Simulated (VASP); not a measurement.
# NbAs (I4_1md) in VASP: single point with PBEsol

Aim: the single point of NbAs with PBEsol.

Everything below comes from runs of VASP 6.6.1. Logs are shortened: lines on timing, memory, paths and dates and some standing lists are left out, and cuts for length are marked.

### Step 1. The cell of the first run

Symmetry: I4_1md, No. 109, tetragonal system. The conventional cell has a = 3.439 Å, b = 3.439 Å, c = 11.593 Å, α = 90.00°, β = 90.00°, γ = 90.00°. Within 3.5 Å of Nb (site symmetry 2mm) lie 6 As at 2.60 to 2.61 Å and 8 Nb at 3.37 to 3.44 Å. Within 3.5 Å of As (site symmetry 2mm) lie 6 Nb at 2.60 to 2.61 Å and 8 As at 3.37 to 3.44 Å.

### Step 2. Single point, PBEsol

INCAR

```
  ALGO = Normal
  EDIFF = 1E-7
  ENCUT = 520
  GGA = PS
  ISIF = 2
  ISMEAR = 0
  LASPH = T
  LCHARG = F
  LREAL = F
  LWAVE = F
  NBANDS = 26
  NELM = 100
  PREC = Accurate
  SIGMA = 0.1
```

KPOINTS

```
k-points
0
Gamma
  18 18 18
```

POSCAR

```
NbAs
1.0
   -1.7196532638      1.7196532638      5.7965405845
    1.7196532638     -1.7196532638      5.7965405845
    1.7196532638      1.7196532638     -5.7965405845
Nb As
2 2
Direct
   -0.0012562099     -0.0012562099      0.0000000000
    0.7487437901      0.2487437901      0.5000000000
    0.4172562099      0.4172562099      0.0000000000
    0.1672562099      0.6672562099      0.5000000000
```

Potentials or basis: VASP PAW PBE potentials, release 64 (Nb_sv, As).

Run with:

```console
> cat potpaw_PBE.64/Nb_sv/POTCAR potpaw_PBE.64/As/POTCAR > POTCAR
> mpirun -np 1 vasp_std > vasp.out
```

OUTCAR:

```text
EDIFF = 1E-7
   ENCUT = 520
   GGA = PS
   ISIF = 2
   ISMEAR = 0
   LASPH = T
   LREAL = F
   NELM = 100
   PREC = Accurate

 ion  position               nearest neighbor table
   1  0.999  0.999  0.000-   4 2.60   4 2.60   3 2.61   3 2.61   3 2.61   3 2.61
   2  0.749  0.249  0.500-   3 2.60   3 2.60   4 2.61   4 2.61   4 2.61   4 2.61
   3  0.417  0.417  0.000-   2 2.60   2 2.60   1 2.61   1 2.61   1 2.61   1 2.61
   4  0.167  0.667  0.500-   1 2.60   1 2.60   2 2.61   2 2.61   2 2.61   2 2.61

  LATTYP: Found a body centered tetragonal cell.
 ALAT       =     3.4393065276
 C/A-ratio  =     3.3707612497

  Lattice vectors:

 A1 = (  -1.7196532638,   1.7196532638,   5.7965405845)
 A2 = (   1.7196532638,  -1.7196532638,   5.7965405845)
 A3 = (   1.7196532638,   1.7196532638,  -5.7965405845)

Analysis of symmetry for initial positions (statically):
=====================================================================
 Subroutine PRICEL returns:
 Original cell was already a primitive cell.

 Routine SETGRP: Setting up the symmetry group for a
 body centered tetragonal supercell.

 Subroutine GETGRP returns: Found  8 space group operations
 (whereof  4 operations were pure point group operations)
 out of a pool of 16 trial point group operations.

The static configuration has the point symmetry C_2v.
 The point group associated with its full space group is C_4v.

Analysis of symmetry for dynamics (positions and initial velocities):
=====================================================================
 Subroutine PRICEL returns:
 Original cell was already a primitive cell.

 Routine SETGRP: Setting up the symmetry group for a
 body centered tetragonal supercell.

 Subroutine GETGRP returns: Found  8 space group operations
 (whereof  4 operations were pure point group operations)
 out of a pool of 16 trial point group operations.

The dynamic configuration has the point symmetry C_2v.
 The point group associated with its full space group is C_4v.

 Subroutine INISYM returns: Found  8 space group operations
 (whereof  4 operations are pure point group operations),
 and found     1 'primitive' translations

----------------------------------------------------------------------------------------

[... 92 lines left out ...]
   LSORBIT =      F    spin-orbit coupling
   LASPH  =      T    aspherical Exc in radial PAW
   ENCUT  =  520.0 eV  38.22 Ry    6.18 a.u.  11.69 11.69 11.69*2*pi/ulx,y,z
   NELM   =    100;   NELMIN=  2; NELMDL= -5     # of ELM steps
   EDIFF  = 0.1E-06   stopping-criterion for ELM
   LREAL  =      F    real-space projection
   EDIFFG = 0.1E-05   stopping-criterion for IOM
   NSW    =      0    number of steps for IOM
   IBRION =     -1    ionic relax: 0-MD 1-quasi-New 2-CG
   NFREE  =      0    steps in history (QN), initial steepest desc. (CG)
   ISIF   =      2    stress and relaxation
   ISYM   =      2    0-nonsym 1-usesym 2-fastsym
   POTIM  = 0.5000    time-step for ionic-motion
   TEBEG  =    0.0;   TEEND  =   0.0 temperature during run
   PSTRESS=    0.0 pullay stress
   NELECT =      36.0000    total number of electrons
   NUPDOWN=      -1.0000    fix difference up-down
   EMIN   =  10.00;   EMAX   =-10.00  energy-range for DOS
   EFERMI =   0.00;   METHOD = LEGACY
   ISMEAR =     0;   SIGMA  =   0.10  broadening in eV -4-tet -1-fermi 0-gaus
   EFERMI_NEDOS =   21; number of points for ismear=-14 and -15
   IALGO  =     38    algorithm
   IMIX   =      4    mixing-type and parameters
     AMIX     =   0.40;   BMIX     =  1.00
     AMIX_MAG =   1.60;   BMIX_MAG =  1.00
  volume/ion in A,a.u.               =      17.14       115.68
  Fermi-wavevector in a.u.,A,eV,Ry     =   1.320704  2.495768 23.732080  1.744259
  Thomas-Fermi vector in A             =   2.450511
   LORBIT       =      0    0 simple, 1 ext, 2 COOP (PROOUT), +10 PAW based schemes
   GGA     = PS    functional components
   LHFCALC =     F    Hartree Fock is set to
   AEXX    =    0.0000 exact exchange contribution
   IVDW    =     0    specifies the selected vdW correction
   LEPSILON=     F    determine dielectric tensor
   LRPA    =     F    only Hartree local field effects (RPA)
 non-spin polarized calculation
 Gauss-broadening in eV      SIGMA  =   0.10
  energy-cutoff  :      520.00
  volume of cell :       68.57
 maximum number of plane-waves:      1864
   NGX = 23   NGY = 23   NGZ = 23

 number of electron      36.0000001 magnetization

 Free energy of the ion-electron system (eV)
  ---------------------------------------------------
  ext. energy  EPLUGINS =         0.00000000
  ---------------------------------------------------
  free energy    TOTEN  =       -35.12703173 eV

  energy without entropy =      -35.12463573  energy(sigma->0) =      -35.12583373

 E-fermi :   9.6978     XC(G=0): -12.0354

 val. band max:        9.6948021213   @ k =  -0.1111   0.3889   0.1111
 cond. band min:       9.7004006308   @ k =  -0.0556   0.5000   0.0556
 fundamental gap:      0.0055985094
 Fermi energy:         9.6977893984

 k-point     1 :       0.0000    0.0000    0.0000
  band No.  band energies     occupation
      1     -45.2905      2.00000
      2     -45.2590      2.00000
      3     -21.5513      2.00000
      4     -21.4336      2.00000
      5     -21.4336      2.00000
      6     -21.2768      2.00000
[... 685 lines left out ...]
     25      14.3347      0.00000
     26      15.0278      0.00000

 [... further k-points ...]

------------------------ aborting loop because EDIFF is reached ----------------------------------------

  FORCE on cell =-STRESS in cart. coord.  units (eV):
  Direction    XX          YY          ZZ          XY          YZ          ZX
  --------------------------------------------------------------------------------------
  -------------------------------------------------------------------------------------
  Total        0.0872635      0.0872635      0.0494571      0.0000000      0.0000000      0.0000000
  in kB        2.0390712      2.0390712      1.1556561      0.0000000      0.0000000      0.0000000
  external PRESSURE =       1.7445995 kB  Pullay stress =       0.0000000 kB

 VOLUME and BASIS-vectors are now :
 -----------------------------------------------------------------------------
  energy-cutoff  :      520.00
  volume of cell :       68.57
      direct lattice vectors                 reciprocal lattice vectors
    -1.719653264  1.719653264  5.796540584     0.000000000  0.290756288  0.086258345
     1.719653264 -1.719653264  5.796540584     0.290756288  0.000000000  0.086258345
     1.719653264  1.719653264 -5.796540584     0.290756288  0.290756288  0.000000000

 POSITION                                       TOTAL-FORCE (eV/Angst)
 -----------------------------------------------------------------------------------
      0.00000      0.00000     11.57852         0.000000     -0.000000     -0.001025
      0.00000      1.71965      2.88371        -0.000000      0.000000     -0.001025
      0.00000      0.00000      4.83729         0.000000      0.000000      0.001025
      1.71965      0.00000      1.93901        -0.000000     -0.000000      0.001025
 -----------------------------------------------------------------------------------
    total drift:                                0.000000      0.000000     -0.000349

  FREE ENERGIE OF THE ION-ELECTRON SYSTEM (eV)
  ---------------------------------------------------
  free  energy   TOTEN  =       -35.1270317265 eV

  energy  without entropy=      -35.1246357321  energy(sigma->0) =      -35.12583373
```

stdout:

```text
POSCAR found type information on POSCAR NbAs
 POSCAR found :  2 types and       4 ions
 scaLAPACK will be used
 -----------------------------------------------------------------------------
|                                                                             |
|                                                                             |
|     You enforced a specific xc type in the INCAR file but a different       |
|     I HOPE YOU KNOW WHAT YOU ARE DOING!                                     |
|                                                                             |
 -----------------------------------------------------------------------------

 LDA part: xc-table for (Slater+PW92), standard interpolation
 POSCAR, INCAR and KPOINTS ok, starting setup
 FFT: planning ... GRIDC
 FFT: planning ... GRID_SOFT
 FFT: planning ... GRID
 WAVECAR not read
 entering main loop
```

Run time: 12 min. Hardware: 1 thread of Intel Xeon 6975P-C (Granite Rapids), shared host; peak memory 0.88 GiB.

What came out:

| Item | Value |
| --- | --- |
| Free energy | -35.1270 eV |
| Pressure | 0.2 GPa |
| Band gap on the k mesh | zero (bands 18 and 19 overlap by 0.04 eV) |

Stress tensor (GPa, compression positive):
```
0.20 0.00 0.00
0.00 0.20 0.00
0.00 0.00 0.12
```

Levels at points of the mesh, in eV from the Fermi level:
```csv
k point,band 16,band 17,band 18,band 19,band 20,band 21
"(0.00, 0.00, 0.00)",-1.72,-1.39,-1.39,0.70,1.29,2.51
"(0.50, 0.00, 0.00)",-1.81,-1.42,-0.05,0.05,1.22,2.17
"(0.50, 0.50, 0.00)",-2.81,-0.63,-0.63,2.46,2.46,2.74
"(0.50, 0.50, 0.50)",-2.59,-0.53,-0.53,0.98,0.98,2.00
```

Caveat: the PAW data sets were made with another functional, which shifts forces and pressure a little.
